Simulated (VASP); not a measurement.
# Al2RuN3 (P6/mmm) in VASP: single point with PBE

Aim: the single point of Al2RuN3 with PBE.

All numbers are computed with VASP 6.6.1; they aren't measurements. Logs are shortened: lines on timing, memory, paths and dates and some standing lists are left out, and cuts for length are marked.

## 1. The cell of the first run

It takes space group P6/mmm (No. 191, hexagonal). Conventional cell: a = 5.177 Å, b = 5.177 Å, c = 3.194 Å, α = 90.00°, β = 90.00°, γ = 120.00°. Within 2.0 Å of Al (site symmetry -6m2) lie 3 N at 1.49 Å. Ru (site symmetry 6/mmm) has 6 N at 2.59 Å and 6 Al at 2.99 Å and 2 Ru at 3.19 Å within 3.4 Å. N (site symmetry mmm) has 2 Al at 1.49 Å within 2.0 Å.

The cell was built from a structure type or drawn by symmetry, and may not be a known phase.

## 2. Single point, PBE, collinear spin, ferromagnetic start

INCAR reads:

```
ALGO     = Normal         # electronic algorithm
EDIFF    = 1E-6           # SCF threshold, eV
ENCUT    = 520            # plane-wave cutoff, eV
GGA      = PE             # functional
ISIF     = 2              # what is computed and relaxed
ISMEAR   = 0              # smearing method
ISPIN    = 2              # spin polarisation
LASPH    = True           # aspherical terms in the spheres
LCHARG   = True           # write CHGCAR
LELF     = True           # ELF
LMAXMIX  = 4              # l up to which the mixer works
LORBIT   = 11             # projections on sites
LREAL    = False          # projectors in reciprocal space
LVHAR    = True         
LWAVE    = False          # write WAVECAR
MAGMOM   = 0 0 1 0 0 0    # initial moments
NBANDS   = 30             # bands
NELM     = 150            # most SCF steps
PREC     = Accurate       # precision mode
SIGMA    = 0.1            # smearing width, eV
```

KPOINTS reads:

```
k-points
0
Gamma
  6 6 6
```

POSCAR reads:

```
Al2RuN3
1.0
    5.1773175600      0.0000000000      0.0000000000
   -2.5886587800      4.4836885300      0.0000000000
    0.0000000000      0.0000000000      3.1940127500
Al Ru N
2 1 3
Direct
    0.3333333300      0.6666666700      0.5000000000
    0.6666666700      0.3333333300      0.5000000000
    0.0000000000      0.0000000000      0.5000000000
    0.5000000000      0.0000000000      0.5000000000
    0.0000000000      0.5000000000      0.5000000000
    0.5000000000      0.5000000000      0.5000000000
```

Potentials or basis: VASP PAW PBE potentials, release 64 (Al, Ru_pv, N).

Started as:

```console
cat potpaw_PBE.64/Al/POTCAR potpaw_PBE.64/Ru_pv/POTCAR potpaw_PBE.64/N/POTCAR > POTCAR
mpirun -np 1 vasp_std > vasp.out
```

OUTCAR:

```text
EDIFF = 1E-6
   ENCUT = 520
   GGA = PE
   ISIF = 2
   ISMEAR = 0
   ISPIN = 2
   LASPH = True
   LORBIT = 11
   LREAL = False
   NELM = 150
   PREC = Accurate

 ion  position               nearest neighbor table
   1  0.333  0.667  0.500-   4 1.49   5 1.49   6 1.49   2 2.99   3 2.99   2 2.99   3 2.99   3 2.99
                             2 2.99
   2  0.667  0.333  0.500-   4 1.49   5 1.49   6 1.49   1 2.99   3 2.99   1 2.99   3 2.99   3 2.99
                             1 2.99
   3  0.000  0.000  0.500-   1 2.99   2 2.99   1 2.99   2 2.99   2 2.99   1 2.99
   4  0.500  0.000  0.500-   1 1.49   2 1.49
   5  0.000  0.500  0.500-   1 1.49   2 1.49
   6  0.500  0.500  0.500-   1 1.49   2 1.49

  LATTYP: Found a hexagonal cell.
 ALAT       =     5.1773175600
 C/A-ratio  =     0.6169242495

  Lattice vectors:

 A1 = (   5.1773175600,   0.0000000000,   0.0000000000)
 A2 = (  -2.5886587800,   4.4836885300,   0.0000000000)
 A3 = (   0.0000000000,   0.0000000000,   3.1940127500)

Analysis of symmetry for initial positions (statically):
=====================================================================
 Subroutine PRICEL returns:
 Original cell was already a primitive cell.

 Routine SETGRP: Setting up the symmetry group for a
 hexagonal supercell.

 Subroutine GETGRP returns: Found 24 space group operations
 (whereof 24 operations were pure point group operations)
 out of a pool of 24 trial point group operations.

The static configuration has the point symmetry D_6h.

Analysis of symmetry for dynamics (positions and initial velocities):
=====================================================================
 Subroutine PRICEL returns:
 Original cell was already a primitive cell.

 Routine SETGRP: Setting up the symmetry group for a
 hexagonal supercell.

 Subroutine GETGRP returns: Found 24 space group operations
 (whereof 24 operations were pure point group operations)
 out of a pool of 24 trial point group operations.

The dynamic configuration has the point symmetry D_6h.

Analysis of structural, dynamic, and magnetic symmetry:
=====================================================================
 Subroutine PRICEL returns:
 Original cell was already a primitive cell.

 Routine SETGRP: Setting up the symmetry group for a
 hexagonal supercell.

 Subroutine GETGRP returns: Found 24 space group operations
 (whereof 24 operations were pure point group operations)
 out of a pool of 24 trial point group operations.

The overall configuration has the point symmetry D_6h.

 Subroutine INISYM returns: Found 24 space group operations
 (whereof 24 operations are pure point group operations),
 and found     1 'primitive' translations

----------------------------------------------------------------------------------------

                                     Primitive cell

  volume of cell :      74.1441

  direct lattice vectors                    reciprocal lattice vectors
     5.177317560  0.000000000  0.000000000     0.193150215  0.111515329  0.000000000
    -2.588658780  4.483688530  0.000000000     0.000000000  0.223030657  0.000000000
     0.000000000  0.000000000  3.194012750     0.000000000  0.000000000  0.313085788

  length of vectors
     5.177317560  5.177317560  3.194012750     0.223030657  0.223030657  0.313085788

  position of ions in fractional coordinates (direct lattice)
     0.333333330  0.666666670  0.500000000
     0.666666670  0.333333330  0.500000000
     0.000000000  0.000000000  0.500000000
     0.500000000  0.000000000  0.500000000
     0.000000000  0.500000000  0.500000000
     0.500000000  0.500000000  0.500000000

  ion indices of the primitive-cell ions
   primitive index   ion index
                 1           1
                 2           2
                 3           3
                 4           4
                 5           5
                 6           6

----------------------------------------------------------------------------------------

 KPOINTS: k-points
[... 29 lines left out ...]
  0.166667  0.166667  0.000000      6.000000
  0.333333  0.166667  0.000000     12.000000
[... 16 lines left out ...]
  0.166667 -0.000000  0.500000      6.000000
  0.333333  0.000000  0.500000      6.000000
 [... further k-points ...]
   k-points           NKPTS =     28   k-points in BZ     NKDIM =     28   number of bands    NBANDS=     30
   number of dos      NEDOS =    301   number of ions     NIONS =      6
   total plane-waves  NPLWV =  38400
   dimension x,y,z NGX =    40 NGY =   40 NGZ =   24
   dimension x,y,z NGXF=    80 NGYF=   80 NGZF=   48
   ions per type =               2   1   3
   NGX,Y,Z   is equivalent  to a cutoff of  12.84, 12.84, 12.49 a.u.
   NGXF,Y,Z  is equivalent  to a cutoff of  25.69, 25.69, 24.98 a.u.
 SYSTEM =  unknown system
   PREC   = accura    normal or accurate (medium, high low for compatibility)
   ISTART =      0    job   : 0-new  1-cont  2-samecut
   ICHARG =      2    charge: 1-file 2-atom 10-const
   ISPIN  =      2    spin polarized calculation?
   LNONCOLLINEAR =      F non collinear calculations
   LSORBIT =      F    spin-orbit coupling
   LASPH  =      T    aspherical Exc in radial PAW
   ENCUT  =  520.0 eV  38.22 Ry    6.18 a.u.   9.63  9.63  5.94*2*pi/ulx,y,z
   NELM   =    150;   NELMIN=  2; NELMDL= -5     # of ELM steps
   EDIFF  = 0.1E-05   stopping-criterion for ELM
   LREAL  =      F    real-space projection
   EDIFFG = 0.1E-04   stopping-criterion for IOM
   NSW    =      0    number of steps for IOM
   IBRION =     -1    ionic relax: 0-MD 1-quasi-New 2-CG
   NFREE  =      0    steps in history (QN), initial steepest desc. (CG)
   ISIF   =      2    stress and relaxation
   ISYM   =      2    0-nonsym 1-usesym 2-fastsym
   POTIM  = 0.5000    time-step for ionic-motion
   TEBEG  =    0.0;   TEEND  =   0.0 temperature during run
   PSTRESS=    0.0 pullay stress
   NELECT =      35.0000    total number of electrons
   NUPDOWN=      -1.0000    fix difference up-down
   EMIN   =  10.00;   EMAX   =-10.00  energy-range for DOS
   EFERMI =   0.00;   METHOD = LEGACY
   ISMEAR =     0;   SIGMA  =   0.10  broadening in eV -4-tet -1-fermi 0-gaus
   EFERMI_NEDOS =   21; number of points for ismear=-14 and -15
   IALGO  =     38    algorithm
   IMIX   =      4    mixing-type and parameters
     AMIX     =   0.40;   BMIX     =  1.00
     AMIX_MAG =   1.60;   BMIX_MAG =  1.00
  volume/ion in A,a.u.               =      12.36        83.39
  Fermi-wavevector in a.u.,A,eV,Ry     =   1.274692  2.408818 22.107282  1.624839
  Thomas-Fermi vector in A             =   2.407446
   LORBIT       =     11    0 simple, 1 ext, 2 COOP (PROOUT), +10 PAW based schemes
   GGA     = PE    functional components
   LHFCALC =     F    Hartree Fock is set to
   AEXX    =    0.0000 exact exchange contribution
   IVDW    =     0    specifies the selected vdW correction
   LEPSILON=     F    determine dielectric tensor
   LRPA    =     F    only Hartree local field effects (RPA)
 spin polarized calculation
 Gauss-broadening in eV      SIGMA  =   0.10
  energy-cutoff  :      520.00
  volume of cell :       74.14
 maximum number of plane-waves:      2028
 NGX is ok and might be reduce to    40
   NGX = 19   NGY = 19   NGZ = 11

 number of electron      34.9999986 magnetization       2.4953420

 Free energy of the ion-electron system (eV)
  ---------------------------------------------------
  ext. energy  EPLUGINS =         0.00000000
  ---------------------------------------------------
  free energy    TOTEN  =       -28.62661897 eV

  energy without entropy =      -28.60428456  energy(sigma->0) =      -28.61545177

 E-fermi :   5.1155     XC(G=0): -10.5542

 val. band max:        5.1103205355   @ k =   0.1667   0.1667   0.0000
 cond. band min:       5.1262308352   @ k =   0.3333   0.1667   0.3333
 fundamental gap:      0.0159102998
 Fermi energy:         5.1154546669

 spin component 1

 k-point     1 :       0.0000    0.0000    0.0000
  band No.  band energies     occupation
      1     -38.4651      1.00000
      2     -38.4651      1.00000
      3     -38.1501      1.00000
      4     -10.2687      1.00000
      5      -7.9157      1.00000
      6      -7.9157      1.00000
[... 757 lines left out ...]
     28      17.2731      0.00000
     29      17.4867      0.00000

 [... further k-points ...]

 spin component 2

 k-point     1 :       0.0000    0.0000    0.0000
  band No.  band energies     occupation
      1     -36.7637      1.00000
      2     -36.7637      1.00000
      3     -36.4705      1.00000
      4     -10.2137      1.00000
      5      -7.8499      1.00000
      6      -7.8499      1.00000
[... 757 lines left out ...]
     28      17.7454      0.00000
     29      17.9363      0.00000

 [... further k-points ...]

 [bands above 29 left out]

------------------------ aborting loop because EDIFF is reached ----------------------------------------

  FORCE on cell =-STRESS in cart. coord.  units (eV):
  Direction    XX          YY          ZZ          XY          YZ          ZX
  --------------------------------------------------------------------------------------
  -------------------------------------------------------------------------------------
  Total       59.1154921     59.1154921      1.1150398      0.0000000     -0.0000000      0.0000000
  in kB     1277.4238098   1277.4238096     24.0948422      0.0000000     -0.0000000      0.0000000
  external PRESSURE =     859.6474872 kB  Pullay stress =       0.0000000 kB

 VOLUME and BASIS-vectors are now :
 -----------------------------------------------------------------------------
  energy-cutoff  :      520.00
  volume of cell :       74.14
      direct lattice vectors                 reciprocal lattice vectors
     5.177317560  0.000000000  0.000000000     0.193150215  0.111515329  0.000000000
    -2.588658780  4.483688530  0.000000000     0.000000000  0.223030657  0.000000000
     0.000000000  0.000000000  3.194012750     0.000000000  0.000000000  0.313085788

 POSITION                                       TOTAL-FORCE (eV/Angst)
 -----------------------------------------------------------------------------------
     -0.00000      2.98913      1.59701        -0.000000      0.000000     -0.000000
      2.58866      1.49456      1.59701         0.000000     -0.000000      0.000000
      0.00000      0.00000      1.59701         0.000000      0.000000      0.000000
      2.58866      0.00000      1.59701        -0.000000      0.000000      0.000000
     -1.29433      2.24184      1.59701        -0.000000      0.000000      0.000000
      1.29433      2.24184      1.59701         0.000000      0.000000      0.000000
 -----------------------------------------------------------------------------------
    total drift:                               -0.000000      0.000000     -0.000000

  FREE ENERGIE OF THE ION-ELECTRON SYSTEM (eV)
  ---------------------------------------------------
  free  energy   TOTEN  =       -28.6266189740 eV

  energy  without entropy=      -28.6042845589  energy(sigma->0) =      -28.61545177

 total charge

# of ion       s       p       d       tot
------------------------------------------
    1        0.572   0.901   0.000   1.473
    2        0.572   0.901   0.000   1.473
    3        0.200   6.077   5.777  12.053
    4        1.332   2.701   0.000   4.033
    5        1.332   2.701   0.000   4.033
    6        1.332   2.701   0.000   4.033
--------------------------------------------------
tot          5.338  15.982   5.777  27.097

 magnetization (x)

# of ion       s       p       d       tot
------------------------------------------
    1        0.002   0.005   0.000   0.007
    2        0.002   0.005   0.000   0.007
    3        0.020   0.017   2.170   2.208
    4        0.006   0.026   0.000   0.032
    5        0.006   0.026   0.000   0.032
    6        0.006   0.026   0.000   0.032
--------------------------------------------------
tot          0.042   0.105   2.170   2.318
```

Wall time 2.6 min (1 thread of Intel Xeon Platinum 8259CL at 2.50GHz (Skylake/Cascade Lake), shared host); peak memory 0.27 GiB.

Results:

| Quantity | Value |
| --- | --- |
| Free energy | -28.6266 eV |
| Pressure | 86.0 GPa |
| Net moment | 2.50 μB per cell |
| Site moments | Al +0.01; Ru +2.21; N +0.03 μB |
| Valence electrons inside the program's atomic spheres | Al 1.47; Ru 12.05; N 4.03 |

Caveat: the cell stands under pressure.
